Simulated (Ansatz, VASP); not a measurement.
# Hg in VASP and in Ansatz

POSCAR

```
Hg
1.0
   -1.8299936825      1.8299936825      1.8299936825
    1.8299936825     -1.8299936825      1.8299936825
    1.8299936825      1.8299936825     -1.8299936825
Hg
1
Direct
    0.0000000000      0.0000000000      0.0000000000
```

INCAR.step1

```
  PREC = Accurate
  ENCUT = 550
  ISMEAR = -1
  SIGMA = 0.1
  LREAL = F
  LASPH = T
  NELM = 120
  NBANDS = 12
  GGA = PE
  ALGO = Normal
  EDIFF = 1E-5
  LWAVE = T
  LCHARG = F
  GGA_COMPAT = F
```

INCAR.step2

```
  PREC = Accurate
  ENCUT = 550
  EDIFF = 1E-6
  ISMEAR = -1
  SIGMA = 0.1
  LREAL = F
  LASPH = T
  NELM = 120
  ALGO = Normal
  ISIF = 2
  LWAVE = F
  LCHARG = F
  METAGGA = R2SCAN
  LMIXTAU = T
  NBANDS = 12
  ISTART = 1
  GGA_COMPAT = F
```

Contents of KPOINTS:

```
regular mesh
0
Gamma
  13 13 13
```

Input for Ansatz:

```yaml
crystal:
  lattice:
    - [-1.8299936825, 1.8299936825, 1.8299936825]
    - [1.8299936825, -1.8299936825, 1.8299936825]
    - [1.8299936825, 1.8299936825, -1.8299936825]
  atoms:
    - { symbol: Hg, position: [0.0, 0.0, 0.0] }
hamiltonian:
  xc: r2scan
  pseudopotentials:
    kind: paw
    azcp:
      Hg: "pseudopotentials/Hg.paw.azcp"
basis:
  ecutwfc: 500
  fft_grid_basis: typed
kpoints:
  mp_grid: { grid: [13, 13, 13], shift: [0, 0, 0] }
magnetization:
  spin_polarized: false
scf:
  occupations: { method: fermi_dirac, width: 0.1 }
  lower_state_search: "off"
output:
  stress: true
```

Alike in both runs: task single point; functional r2SCAN; k mesh 13 × 13 × 13; occupations fermi-dirac, width 0.1 eV; no spin polarisation.

```csv
,VASP,Ansatz
version,VASP 6.6.1,Ansatz 0.2.0
potentials or method,"VASP PAW PBE potentials, release 64 (Hg), cutoff 550 eV","plane waves (500 eV) with PAW, scalar-relativistic"
valence electrons in the cell,12,20
```

```tsv
	VASP	Ansatz	Ansatz less VASP
pressure (GPa)	3.0	2.6	-0.39
```

VASP's potentials were made for PBE, not for r2SCAN. With one functional, cell and mesh, what is left measures potentials, basis and numerics. VASP's potentials hold 12 valence electrons a cell and Ansatz's 20, so a difference there can come from the potentials and not from the codes.

Spin-orbit coupling is off throughout.
